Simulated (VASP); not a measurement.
## SnSe2: single point with PBE+D3(BJ)

SnSe2:

```
CELL_PARAMETERS angstrom
3.88800 0.00000 0.00000
-1.94400 3.36711 0.00000
0.00000 0.00000 7.30810
ATOMIC_POSITIONS crystal
Sn 0.00000 0.00000 0.00000
Se 0.33333 0.66667 0.26513
Se 0.66667 0.33333 0.73487
```

| Property | Result |
| --- | --- |
| Program | VASP 6.6.1 |
| Task | single point |
| Functional | PBE |
| Dispersion | D3(BJ) |
| Potentials or basis | VASP PAW PBE potentials, release 64 (Sn_d, Se) |
| Cutoff | 500 eV |
| k mesh | 12 × 12 × 6 |
| Occupations | gaussian, width 0.03 eV |
| Spin | no spin polarisation |

```
Pressure                   : -8.1 GPa
Largest force              : 1.937 eV/Å
Band gap on the k mesh     : zero (band 13 reaches 2.57 eV, above the bottom of band 14 at 2.02 eV)
Dispersion energy per atom : -0.289 eV
```

Forces in eV/Å, atoms in the order of the input:
```
Sn   0.000  0.000  0.000
Se   0.000  0.000 -1.937
Se   0.000  0.000  1.937
```

Stress tensor (GPa, compression positive):
```
 -4.86   0.00   0.00
  0.00  -4.86   0.00
  0.00   0.00 -14.66
```

Levels at points of the mesh, in eV from the Fermi level:
| k point | band 9 | band 10 | band 11 | band 12 | band 13 | band 14 | band 15 | band 16 | band 17 | band 18 |
| --- | --- | --- | --- | --- | --- | --- | --- | --- | --- | --- |
| (0.00, 0.00, 0.00) | -1.41 | -0.11 | -0.11 | 0.01 | 0.01 | 0.08 | 3.44 | 4.36 | 4.36 | 6.90 |
| (0.50, 0.00, 0.00) | -3.74 | -2.85 | -1.68 | -1.49 | -0.35 | 0.27 | 2.91 | 4.12 | 4.16 | 5.09 |
| (0.00, 0.00, 0.50) | -2.53 | -0.19 | -0.19 | 0.10 | 0.10 | 1.50 | 2.99 | 4.27 | 4.27 | 6.64 |
| (0.50, 0.00, 0.50) | -3.98 | -2.36 | -1.37 | -1.19 | -0.56 | -0.45 | 2.63 | 4.04 | 4.42 | 5.37 |

It took 73 s on 1 thread of Intel(R) Xeon(R) 6975P-C (Granite Rapids), with other jobs on the host, peak memory 0.31 GiB.

Caveat: spin-orbit coupling is left out, which moves the levels of the heavy elements; forces of over 1 eV/Å act on the atoms, so gaps and moduli don't describe the material at rest.
